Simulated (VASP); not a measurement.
A run of VASP 6.6.1 is set up as follows.

File INCAR:

```
SYSTEM = AlN
ALGO = Normal
EDIFF = 1E-7
ENCUT = 520
GGA = PE
ISIF = 2
ISMEAR = 0
LASPH = .True.
LCHARG = .False.
LREAL = .False.
LWAVE = .False.
NBANDS = 26
NELM = 60
PREC = Accurate
SIGMA = 0.05
```

Contents of KPOINTS:

```
k-points
0
Gamma
  8 8 3
  0 0 0
```

Contents of POSCAR:

```
AlN
1.0
   -3.1302395629      0.0000000000      0.0000000000
   -1.5651197814     -2.7108669814      0.0000000000
   -2.3476796722     -1.3554334907     10.0359593112
Al N
4 4
Direct
   -0.1189738460     -0.1189738460      0.9046143587
    0.1310261540      0.1310261540      0.4046143587
    0.5893594873      0.5893594873      0.1546143587
    0.3393594873      0.3393594873      0.6546143587
    0.2856405127      0.2856405127      0.0953856413
    0.0356405127      0.0356405127      0.5953856413
    0.4939738460      0.4939738460      0.3453856413
    0.2439738460      0.2439738460      0.8453856413
```

Potentials or basis: VASP PAW PBE potentials, release 64 (Al, N).

Run with:

```bash
$ cat potpaw_PBE.64/Al/POTCAR potpaw_PBE.64/N/POTCAR > POTCAR
$ mpirun -np 1 vasp_std > vasp.out
```

**Question.** What does it give for the pressure?

**Answer.** -1.5 GPa.

**Question.** Estimate the band gap on the k mesh.

**Answer.** 3.02 eV, direct.

Stress tensor (GPa, compression positive):
```
-2.55  4.24 -2.10
 4.24 -7.44 -1.21
-2.10 -1.21  5.58
```

Caveat: forces of over 1 eV/Å act on the atoms, so gaps and moduli don't describe the material at rest. A k mesh can miss the band edges.
